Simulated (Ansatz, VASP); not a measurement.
Two plane-wave programs on Ta3Ti

```
Ti Ta
1.0
     0.00000    3.30050    3.30050
     3.30050    0.00000    3.30050
     3.30050    3.30050    0.00000
Ti Ta
1 3
Cartesian
  0.0000 0.0000 0.0000
  1.6502 1.6502 1.6502
  4.9507 4.9507 4.9507
  3.3005 3.3005 3.3005
```

Change from the starting cell: species swapped into the NdCd3 type (Fm-3m, No. 225).

Alike in both runs: functional PBE; k mesh 6 × 6 × 6; occupations gaussian, width 0.1 eV; no spin polarisation.

Ansatz relaxed the structure, and its values are those at the end. VASP's run is a single point on that final structure, the one shown.

|  | VASP | Ansatz |
| --- | --- | --- |
| version | VASP 6.6.1 | Ansatz 0.2.0 |
| potentials or method | VASP PAW PBE potentials, release 64 (Ti_sv, Ta_pv), cutoff 520 eV | scalar-relativistic, plane waves, PAW |
| valence electrons in the cell | 45 | 51 |

```csv
,VASP,Ansatz,Ansatz less VASP
gap on the k mesh at the Fermi level (eV),none,none,-
pressure (GPa),0.1,0.1,+0.02
```

A gap of «none» marks a metal or a gap that the smearing closes. VASP's potentials hold 45 valence electrons a cell and Ansatz's 51, so a difference there can come from the potentials and not from the codes.

Spin-orbit coupling is off throughout.
